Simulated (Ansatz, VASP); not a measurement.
# One calculation of MnSi, two programs

The input INCAR:

```
SYSTEM = MnSi
PREC = Accurate ; ENCUT = 520
EDIFF = 1E-8 ; ISMEAR = -1
SIGMA = 0.05 ; LREAL = .False.
LASPH = .True. ; NELM = 150
ALGO = Normal ; ISIF = 2
LWAVE = .False. ; LCHARG = .False.
ISPIN = 2 ; MAGMOM = 4 0
LORBIT = 11 ; LMAXMIX = 4
GGA = PE ; LEFG = .True.
NBANDS = 20
```

The input KPOINTS:

```
regular mesh
0
Gamma
  10 10 10
  0 0 0
```

Contents of POSCAR:

```
MnSi
1.0
   -0.1084087368      2.6560140516      2.6560140516
    2.6560140516     -0.1084087368      2.6560140516
    2.6560140516      2.6560140516     -0.1084087368
Mn Si
1 1
Direct
    0.0000000000      0.0000000000      0.0000000000
    0.2500000000      0.2500000000      0.2500000000
```

Input for Ansatz:

```yaml
crystal:
  lattice:
    - [-0.1084087368, 2.6560140516, 2.6560140516]
    - [2.6560140516, -0.1084087368, 2.6560140516]
    - [2.6560140516, 2.6560140516, -0.1084087368]
  atoms:
    - { symbol: Mn, position: [0.0, 0.0, 0.0], spin: 4.0 }
    - { symbol: Si, position: [0.25, 0.25, 0.25] }
magnetization:
  spin_polarized: true
kpoints:
  mp_grid: { grid: [10, 10, 10] }
scf:
  occupations: { method: fermi_dirac, width: 0.05 }
hamiltonian:
  xc: pbe
  pseudopotentials: { kind: all_electron, datasets: crystal }
output:
  forces: true
  stress: true
  eigenvalues: true
  efg: { contact_densities: true }
```

Change from the starting cell: equal xy, yz and zx shear strains of -4 %, crystal datasets.

Alike in both runs: task electric field gradients; functional PBE; k mesh 10 × 10 × 10; occupations fermi-dirac, width 0.05 eV; collinear spin.

```csv
,VASP,Ansatz
version,VASP 6.6.1,Ansatz 0.2.0
potentials or method,"VASP PAW PBE potentials, release 64 (Mn_pv, Si), cutoff 520 eV","all-electron PAW with datasets made for the crystal, scalar-relativistic"
```

```csv
,VASP,Ansatz,Ansatz less VASP
pressure (GPa),0.4,0.4,-0.05
"traceless stress, the component that is largest in VASP (GPa)",2.02,2.01,-0.009
rms of the force components (eV/Å),0.488,0.486,-0.0015
net moment per atom (μB),1.29,1.28,-0.001
size of the moment on the site where the two differ most (μB),2.81,2.63,-0.185
size of Vzz on the site where it differs most (V/Å²),6.8,6.0,-0.78
```

Site moments also hang on the region over which each program counts them. Atom by atom the forces differ by 0.002 eV/Å (rms over components). Ansatz ran all-electron here, and VASP with PAW potentials.
